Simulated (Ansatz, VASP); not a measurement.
One calculation of Al2Cu, two programs

INCAR

```
SYSTEM = Al2Cu
PREC = Accurate ; ENCUT = 520
EDIFF = 1E-6 ; ISMEAR = 0
SIGMA = 0.15 ; LREAL = .False.
LASPH = .True. ; NELM = 60
ALGO = Fast ; ISIF = 2
LWAVE = .False. ; LCHARG = .False.
GGA = PS ; NBANDS = 26
```

The input KPOINTS:

```
regular mesh
0
Gamma
  12 12 12
  0 0 0
```

File POSCAR:

```
Al2Cu
1.0
   -2.9965506923      2.9965506923      2.4139243086
    2.9965506923     -2.9965506923      2.4139243086
    2.9965506923      2.9965506923     -2.4139243086
Al Cu
4 2
Direct
    0.1593199580      0.6593199580      0.8186399160
    0.6593199580      0.8406800420      0.5000000000
    0.8406800420      0.3406800420      0.1813600840
    0.3406800420      0.1593199580      0.5000000000
    0.7500000000      0.7500000000      0.0000000000
    0.2500000000      0.2500000000      0.0000000000
```

Input for Ansatz:

```yaml
crystal:
  lattice:
    - [-2.9965506923, 2.9965506923, 2.4139243086]
    - [2.9965506923, -2.9965506923, 2.4139243086]
    - [2.9965506923, 2.9965506923, -2.4139243086]
  atoms:
    - { symbol: Al, position: [0.159319958, 0.659319958, 0.818639916] }
    - { symbol: Al, position: [0.659319958, 0.840680042, 0.5] }
    - { symbol: Al, position: [0.840680042, 0.340680042, 0.181360084] }
    - { symbol: Al, position: [0.340680042, 0.159319958, 0.5] }
    - { symbol: Cu, position: [0.75, 0.75, 0.0] }
    - { symbol: Cu, position: [0.25, 0.25, 0.0] }
basis:
  ecutwfc: 420
kpoints:
  mp_grid: { grid: [12, 12, 12] }
hamiltonian:
  xc: pbesol
scf:
  occupations: { method: gaussian, width: 0.15 }
output:
  forces: true
  stress: true
  eigenvalues: true
```

Alike in both runs: task single point; functional PBEsol; k mesh 12 × 12 × 12; occupations gaussian, width 0.15 eV; no spin polarisation.

|  | VASP | Ansatz |
| --- | --- | --- |
| version | VASP 6.6.1 | Ansatz 0.2.0 |
| potentials or method | VASP PAW PBE potentials, release 64 (Al, Cu), cutoff 520 eV | scalar-relativistic, plane waves, PAW |
| valence electrons in the cell | 34 | 50 |

VASP gave:

* gap on the k mesh at the Fermi level (eV): none
* pressure (GPa): 0.0
* traceless stress, the component that is largest in VASP (GPa): -0.28
* rms of the force components (eV/Å): 0.007

Task: What did Ansatz give for the same quantities?

Result: gap on the k mesh at the Fermi level (eV): none; pressure (GPa): 0.1; traceless stress, the component that is largest in VASP (GPa): -0.32; rms of the force components (eV/Å): 0.006.

VASP's potentials were made for PBE, not for PBEsol. Atom by atom the forces differ by 0.001 eV/Å (rms over components). A gap of «none» marks a metal or a gap that the smearing closes. VASP's potentials hold 34 valence electrons a cell and Ansatz's 50, so a difference there can come from the potentials and not from the codes.
